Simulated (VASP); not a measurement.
# GaP (R-3m) in VASP: relaxation of cell and atoms with PBE

Aim: the relaxation of cell and atoms of GaP with PBE.

Everything below comes from runs of VASP 6.6.1. Logs are shortened: lines on timing, memory, paths and dates and some standing lists are left out, and cuts for length are marked.

## 1. The cell of the first run

It takes space group R-3m (No. 166, trigonal). The conventional cell has a = 3.886 Å, b = 3.886 Å, c = 19.292 Å, α = 90.00°, β = 90.00°, γ = 120.00°. Within 3.2 Å of Ga (site symmetry 3m) lie 3 P at 2.40 Å and 1 Ga at 2.49 Å. P (site symmetry 3m) has 1 P at 2.21 Å and 3 Ga at 2.40 Å within 2.9 Å.

## 2. Relaxation of cell and atoms, PBE

File INCAR:

```
PREC = Accurate
ENCUT = 600
EDIFF = 1E-6
ISMEAR = 0
SIGMA = 0.02
LREAL = F
LASPH = T
NELM = 80
ALGO = Normal
ISIF = 3
LWAVE = F
LCHARG = F
GGA = PE
IBRION = 2
NSW = 100
EDIFFG = -0.01
```

File KPOINTS:

```
regular mesh
0
Gamma
  12 12 12
```

File POSCAR:

```
GaP
1.0
    1.9430151800      1.1218003400      6.4308099700
   -1.9430151800      1.1218003400      6.4308099700
    0.0000000000     -2.2436006800      6.4308099700
Ga P
2 2
Direct
    0.4353719900      0.4353719900      0.4353719900
    0.5646280100      0.5646280100      0.5646280100
    0.0573890000      0.0573890000      0.0573890000
    0.9426110000      0.9426110000      0.9426110000
```

Potentials or basis: VASP PAW PBE potentials, release 64 (Ga_d, P).

The run is started by

```
> cat potpaw_PBE.64/Ga_d/POTCAR potpaw_PBE.64/P/POTCAR > POTCAR
> mpirun -np 1 vasp_std > vasp.out
```

OUTCAR:

```text
PREC = Accurate
   ENCUT = 600
   EDIFF = 1E-6
   ISMEAR = 0
   LREAL = F
   LASPH = T
   NELM = 80
   ISIF = 3
   GGA = PE
   IBRION = 2
   NSW = 100
   EDIFFG = -0.01

 ion  position               nearest neighbor table
   1  0.435  0.435  0.435-   3 2.40   3 2.40   3 2.40   2 2.49
   2  0.565  0.565  0.565-   4 2.40   4 2.40   4 2.40   1 2.49
   3  0.057  0.057  0.057-   4 2.21   1 2.40   1 2.40   1 2.40
   4  0.943  0.943  0.943-   3 2.21   2 2.40   2 2.40   2 2.40

  LATTYP: Found a trigonal (rhomboedric) cell.
 ALAT       =     6.8109515387
 COS(alpha) =     0.8372328332

  Lattice vectors:

 A1 = (   1.9430151800,   1.1218003400,   6.4308099700)
 A2 = (  -1.9430151800,   1.1218003400,   6.4308099700)
 A3 = (   0.0000000000,  -2.2436006800,   6.4308099700)

Analysis of symmetry for initial positions (statically):
=====================================================================
 Subroutine PRICEL returns:
 Original cell was already a primitive cell.

 Routine SETGRP: Setting up the symmetry group for a
 trigonal (rhombohedral) supercell.

 Subroutine GETGRP returns: Found 12 space group operations
 (whereof 12 operations were pure point group operations)
 out of a pool of 12 trial point group operations.

The static configuration has the point symmetry D_3d.

Analysis of symmetry for dynamics (positions and initial velocities):
=====================================================================
 Subroutine PRICEL returns:
 Original cell was already a primitive cell.

 Routine SETGRP: Setting up the symmetry group for a
 trigonal (rhombohedral) supercell.

 Subroutine GETGRP returns: Found 12 space group operations
 (whereof 12 operations were pure point group operations)
 out of a pool of 12 trial point group operations.

The dynamic configuration has the point symmetry D_3d.

 Subroutine INISYM returns: Found 12 space group operations
 (whereof 12 operations are pure point group operations),
 and found     1 'primitive' translations

----------------------------------------------------------------------------------------

                                     Primitive cell

  volume of cell :      84.1025

  direct lattice vectors                    reciprocal lattice vectors
     1.943015180  1.121800340  6.430809970     0.257332009  0.148570704  0.051833802
    -1.943015180  1.121800340  6.430809970    -0.257332009  0.148570704  0.051833802
     0.000000000 -2.243600680  6.430809970     0.000000000 -0.297141409  0.051833802

  length of vectors
     6.810951539  6.810951539  6.810951540     0.301628514  0.301628514  0.301628513

  position of ions in fractional coordinates (direct lattice)
     0.435371990  0.435371990  0.435371990
     0.564628010  0.564628010  0.564628010
     0.057389000  0.057389000  0.057389000
     0.942611000  0.942611000  0.942611000

  ion indices of the primitive-cell ions
   primitive index   ion index
                 1           1
                 2           2
                 3           3
                 4           4

----------------------------------------------------------------------------------------

 KPOINTS: regular mesh

Automatic generation of k-mesh.
 Grid dimensions read from file:
 generate k-points for:   12   12   12

 Generating k-lattice:

  Cartesian coordinates                     Fractional coordinates (reciprocal lattice)
     0.021444334  0.012380892  0.004319484     0.083333333 -0.000000000 -0.000000000
    -0.021444334  0.012380892  0.004319484    -0.000000000  0.083333333 -0.000000000
     0.000000000 -0.024761784  0.004319484    -0.000000000 -0.000000000  0.083333333

  Length of vectors
     0.025135709  0.025135709  0.025135709

  Shift w.r.t. Gamma in fractional coordinates (k-lattice)
     0.000000000  0.000000000  0.000000000

 Subroutine IBZKPT returns following result:
 ===========================================

 Found    189 irreducible k-points:

 Following reciprocal coordinates:
            Coordinates               Weight
  0.000000  0.000000  0.000000      1.000000
  0.083333 -0.000000  0.000000      6.000000
  0.166667  0.000000  0.000000      6.000000
  0.250000  0.000000 -0.000000      6.000000
  0.333333 -0.000000 -0.000000      6.000000
  0.416667  0.000000  0.000000      6.000000
[... 16 lines left out ...]
  0.500000  0.166667  0.000000     12.000000
 -0.416667  0.166667 -0.000000     12.000000
 [... further k-points ...]
   k-points           NKPTS =    189   k-points in BZ     NKDIM =    189   number of bands    NBANDS=     22
   number of dos      NEDOS =    301   number of ions     NIONS =      4
   total plane-waves  NPLWV = 157464
   dimension x,y,z NGX =    54 NGY =   54 NGZ =   54
   dimension x,y,z NGXF=   108 NGYF=  108 NGZF=  108
   ions per type =               2   2
   NGX,Y,Z   is equivalent  to a cutoff of  13.18, 13.18, 13.18 a.u.
   NGXF,Y,Z  is equivalent  to a cutoff of  26.36, 26.36, 26.36 a.u.
 SYSTEM =  unknown system
   PREC   = accura    normal or accurate (medium, high low for compatibility)
   ISTART =      0    job   : 0-new  1-cont  2-samecut
   ICHARG =      2    charge: 1-file 2-atom 10-const
   ISPIN  =      1    spin polarized calculation?
   LNONCOLLINEAR =      F non collinear calculations
   LSORBIT =      F    spin-orbit coupling
   LASPH  =      T    aspherical Exc in radial PAW
   ENCUT  =  600.0 eV  44.10 Ry    6.64 a.u.  13.60 13.60 13.60*2*pi/ulx,y,z
   NELM   =     80;   NELMIN=  2; NELMDL= -5     # of ELM steps
   EDIFF  = 0.1E-05   stopping-criterion for ELM
   LREAL  =      F    real-space projection
   EDIFFG = -.1E-01   stopping-criterion for IOM
   NSW    =    100    number of steps for IOM
   IBRION =      2    ionic relax: 0-MD 1-quasi-New 2-CG
   NFREE  =      1    steps in history (QN), initial steepest desc. (CG)
   ISIF   =      3    stress and relaxation
   ISYM   =      2    0-nonsym 1-usesym 2-fastsym
   POTIM  = 0.5000    time-step for ionic-motion
   TEBEG  =    0.0;   TEEND  =   0.0 temperature during run
   PSTRESS=    0.0 pullay stress
   NELECT =      36.0000    total number of electrons
   NUPDOWN=      -1.0000    fix difference up-down
   EMIN   =  10.00;   EMAX   =-10.00  energy-range for DOS
   EFERMI =   0.00;   METHOD = LEGACY
   ISMEAR =     0;   SIGMA  =   0.02  broadening in eV -4-tet -1-fermi 0-gaus
   EFERMI_NEDOS =   21; number of points for ismear=-14 and -15
   IALGO  =     38    algorithm
   IMIX   =      4    mixing-type and parameters
     AMIX     =   0.40;   BMIX     =  1.00
     AMIX_MAG =   1.60;   BMIX_MAG =  1.00
  volume/ion in A,a.u.               =      21.03       141.89
  Fermi-wavevector in a.u.,A,eV,Ry     =   1.233785  2.331515 20.711129  1.522225
  Thomas-Fermi vector in A             =   2.368501
   LORBIT       =      0    0 simple, 1 ext, 2 COOP (PROOUT), +10 PAW based schemes
   GGA     = PE    functional components
   LHFCALC =     F    Hartree Fock is set to
   AEXX    =    0.0000 exact exchange contribution
   IVDW    =     0    specifies the selected vdW correction
   LEPSILON=     F    determine dielectric tensor
   LRPA    =     F    only Hartree local field effects (RPA)
 conjugate gradient relaxation of ions
 non-spin polarized calculation
 Gauss-broadening in eV      SIGMA  =   0.02
  energy-cutoff  :      600.00
  volume of cell :       84.10
 maximum number of plane-waves:      2833
   NGX = 27   NGY = 27   NGZ = 27

--------------------------------------- Ionic step        1  -------------------------------------------

 number of electron      36.0000008 magnetization

 Free energy of the ion-electron system (eV)
  ---------------------------------------------------
  ext. energy  EPLUGINS =         0.00000000
  ---------------------------------------------------
  free energy    TOTEN  =       -17.73906185 eV

  energy without entropy =      -17.73906185  energy(sigma->0) =      -17.73906185

------------------------ aborting loop because EDIFF is reached ----------------------------------------

  FORCE on cell =-STRESS in cart. coord.  units (eV):
  Direction    XX          YY          ZZ          XY          YZ          ZX
  --------------------------------------------------------------------------------------
  -------------------------------------------------------------------------------------
  Total       -0.0246457     -0.0246457      0.0350542      0.0000000     -0.0000000     -0.0000000
  in kB       -0.4695086     -0.4695086      0.6677927      0.0000000     -0.0000000     -0.0000000
  external PRESSURE =      -0.0904082 kB  Pullay stress =       0.0000000 kB
[... 61 lines left out ...]
  energy  without entropy=      -17.7392800635  energy(sigma->0) =      -17.73928006

--------------------------------------- Ionic step        3  -------------------------------------------

 number of electron      36.0000007 magnetization

 Free energy of the ion-electron system (eV)
  ---------------------------------------------------
  ext. energy  EPLUGINS =         0.00000000
  ---------------------------------------------------
  free energy    TOTEN  =       -17.73929944 eV

  energy without entropy =      -17.73929944  energy(sigma->0) =      -17.73929944

 E-fermi :   4.7399     XC(G=0):  -9.6684

 val. band max:        4.6224065720   @ k =   0.0000   0.0000   0.0000
 cond. band min:       5.4351476929   @ k =   0.5000   0.5000   0.0000
 fundamental gap:      0.8127411209
 Fermi energy:         4.7399247018

 k-point     1 :       0.0000    0.0000    0.0000
  band No.  band energies     occupation
      1     -10.1447      2.00000
      2     -10.0169      2.00000
      3     -10.0169      2.00000
      4     -10.0020      2.00000
      5     -10.0020      2.00000
      6      -9.9507      2.00000
[... 574 lines left out ...]
      6      -9.9500      2.00000
[... 14 lines left out ...]
     21       8.7894      0.00000
     22       8.9758      0.00000

 [... further k-points ...]
[... 5 lines left out ...]
  --------------------------------------------------------------------------------------
  -------------------------------------------------------------------------------------
  Total       -0.0028212     -0.0028212      0.0073232      0.0000000      0.0000000      0.0000000
  in kB       -0.0537577     -0.0537577      0.1395417      0.0000000      0.0000000      0.0000000
  external PRESSURE =       0.0106754 kB  Pullay stress =       0.0000000 kB
[... 19 lines left out ...]
  FREE ENERGIE OF THE ION-ELECTRON SYSTEM (eV)
  ---------------------------------------------------
  free  energy   TOTEN  =       -17.7392994422 eV

  energy  without entropy=      -17.7392994422  energy(sigma->0) =      -17.73929944

 reached required accuracy - stopping structural energy minimisation
```

Wall time 48 min (1 thread of Oxide Virtual Turin-like, shared host); peak memory 0.63 GiB.

What came out:

```yaml
Free_energy: -17.7393 eV
Relaxed_volume: 21.02 Å³/atom
Relaxed_cell: a = 6.814 Å, b = 6.814 Å, c = 6.814 Å, α = 33.12°, β = 33.12°, γ = 33.12°
Space_group_after_relaxing_to_0.1_Å: R-3m (No. 166)
Energy_gained_by_relaxing: 0.1 meV/atom
Ionic_steps: 3
Pressure_after_relaxing: 0.0 GPa
Largest_force_after_relaxing: 0.004 eV/Å
Band_gap_on_the_k_mesh: 0.81 eV (least direct gap 1.13 eV)
```

Forces on the atoms (eV/Å):
```
Ga   0.000  0.000  0.000
Ga   0.000  0.000  0.000
P    0.000  0.000 -0.004
P    0.000  0.000  0.004
```

The path:
```csv
step,energy change (eV),largest force (eV/Å),pressure (GPa),volume (Å³)
1,0.0000,0.0558,-0.01,84.10
2,-0.0002,0.0161,0.01,84.09
3,-0.0002,0.0041,0.00,84.08
```

Final structure:
```
CELL_PARAMETERS angstrom
1.94222 1.12134 6.43457
-1.94222 1.12134 6.43457
0.00000 -2.24268 6.43457
ATOMIC_POSITIONS crystal
Ga 0.43556 0.43556 0.43556
Ga 0.56444 0.56444 0.56444
P 0.05742 0.05742 0.05742
P 0.94258 0.94258 0.94258
```

A k mesh can miss the band edges.
